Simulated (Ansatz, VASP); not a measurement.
**Te in VASP and in Ansatz**

```xyz
4
Lattice="5.4343 0.0000 0.0000 0.0000 8.3132 0.0000 0.0000 0.0000 3.0596" Properties=species:S:1:pos:R:3 pbc="T T T"
Te    1.6888    3.2677    2.3372
Te    1.0284    7.4243    0.7224
Te    3.7455    5.0455    2.3372
Te    4.4060    0.8889    0.7224
```

Alike in both runs: task single point; functional PBE; k mesh 5 × 4 × 9; occupations fermi-dirac, width 0.05 eV; no spin polarisation.

```csv
,VASP,Ansatz
version,VASP 6.6.1,Ansatz 0.2.0
potentials or method,"VASP PAW PBE potentials, release 64 (Te)",Ansatz PAW
plane-wave cutoff (eV),520,420
valence electrons in the cell,24,64
```

|  | VASP | Ansatz | Ansatz less VASP |
| --- | --- | --- | --- |
| gap on the k mesh at the Fermi level (eV) | none | none | - |
| pressure (GPa) | 1.8 | 1.8 | -0.02 |
| traceless stress, the component that is largest in VASP (GPa) | 0.25 | 0.34 | +0.092 |
| rms of the force components (eV/Å) | 0.355 | 0.340 | -0.0147 |

Atom by atom the forces differ by 0.015 eV/Å (rms over components). A gap of «none» marks a metal or a gap that the smearing closes. VASP's potentials hold 24 valence electrons a cell and Ansatz's 64, so a difference there can come from the potentials and not from the codes.

Spin-orbit coupling is off throughout.
